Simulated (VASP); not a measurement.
Here is a VASP 6.6.1 calculation.

Contents of INCAR:

```
SYSTEM = BN
PREC = Accurate ; ENCUT = 520
EDIFF = 1E-6 ; ISMEAR = -1
SIGMA = 0.02 ; LREAL = .False.
LASPH = .True. ; NELM = 60
ALGO = Normal ; ISIF = 2
LWAVE = .False. ; LCHARG = .False.
GGA = PE ; NBANDS = 16
```

File KPOINTS:

```
Automatic mesh
0
Gamma
  12 12 4
  0 0 0
```

The input POSCAR:

```
BN
1.0
    2.5005825875      0.0000000000      0.0000000000
   -1.2502912938      2.1655680450      0.0000000000
    0.0000000000      0.0000000000      6.5236359444
B N
2 2
Direct
    0.3333333333      0.6666666667      0.2500000000
    0.6666666667      0.3333333333      0.7500000000
    0.3333333333      0.6666666667      0.7500000000
    0.6666666667      0.3333333333      0.2500000000
```

Potentials or basis: VASP PAW PBE potentials, release 64 (B, N).

Run with:

```console
$ cat potpaw_PBE.64/B/POTCAR potpaw_PBE.64/N/POTCAR > POTCAR
$ mpirun -np 1 vasp_std > vasp.out
```

Question: Predict the pressure.

Answer: 4.7 GPa.

Question: Predict the band gap on the k mesh.

Answer: 4.25 eV, indirect (least direct gap 4.65 eV).

Stress tensor (GPa, compression positive):
```
5.37 0.00 0.00
0.00 5.37 0.00
0.00 0.00 3.48
```

Caveat: this functional lacks dispersion, which binds the layers, so the pressure and a relaxed spacing across them are unreliable. A k mesh can miss the band edges.
